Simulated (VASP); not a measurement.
Si16O (a cell with a defect): molecular dynamics with PBE+D3(BJ)

System: Si16O (a cell with a defect).

```xyz
17
Lattice="0.0000 5.4300 5.4300 5.4300 0.0000 5.4300 5.4300 5.4300 0.0000" Properties=species:S:1:pos:R:3 pbc="T T T"
Si   -0.0152   -0.0007   -0.0347
Si    1.3313    1.3400    1.3473
Si    2.6965    2.6096   -0.0815
Si    4.2505    3.8117    1.2210
Si    2.6781    0.0692    2.7891
Si    3.8363    1.4251    4.3262
Si    5.2426    2.7401    3.0205
Si    6.7724    4.0971    4.1063
Si    0.0063    2.7068    2.7199
Si    1.3720    4.0762    4.0556
Si    2.9535    5.1429    2.6325
Si    4.0849    6.7018    3.9963
Si    2.5435    2.8229    5.6664
Si    4.0645    4.1370    6.8919
Si    5.4121    5.4160    5.4385
Si    6.9743    6.4798    6.7738
O     6.1531    6.8006    8.1844
```

```yaml
Program: VASP 6.6.1
Task: molecular dynamics
Functional: PBE
Dispersion: D3(BJ)
Potentials_or_basis: VASP PAW PBE potentials, release 64 (Si, O)
Cutoff: 520 eV
k_mesh: 2 × 2 × 2
Occupations: fermi-dirac, width 0.05 eV
Spin: collinear spin, zero start
Starting_moments: "[0.0, 0.0, 0.0, 0.0, 0.0, 0.0, 0.0, 0.0, 0.0, 0.0, 0.0, 0.0, 0.0, 0.0, 0.0, 0.0, 0.0] μB"
Dipole_correction: no
Further_INCAR_settings: LREAL = Auto; ALGO = Normal; EDIFF = 1e-05; ISYM = 0; IBRION = 0; POTIM = 1.5; NSW = 40
```

```
Valence electrons inside the program's atomic spheres : Si 1.68, 1.66, 1.71, 1.69, 1.67, 1.70, 1.73, 1.72, 1.64 (each value once); O 5.18
Dispersion energy per atom                            : -0.307 eV
```

Run time: 21 min on 4 MPI ranks on Intel(R) Xeon(R) Platinum 8488C (Sapphire Rapids), on a shared host, peak memory 0.6 GiB a rank.

Caveat: the k points lie up to 0.50 Å⁻¹ apart.
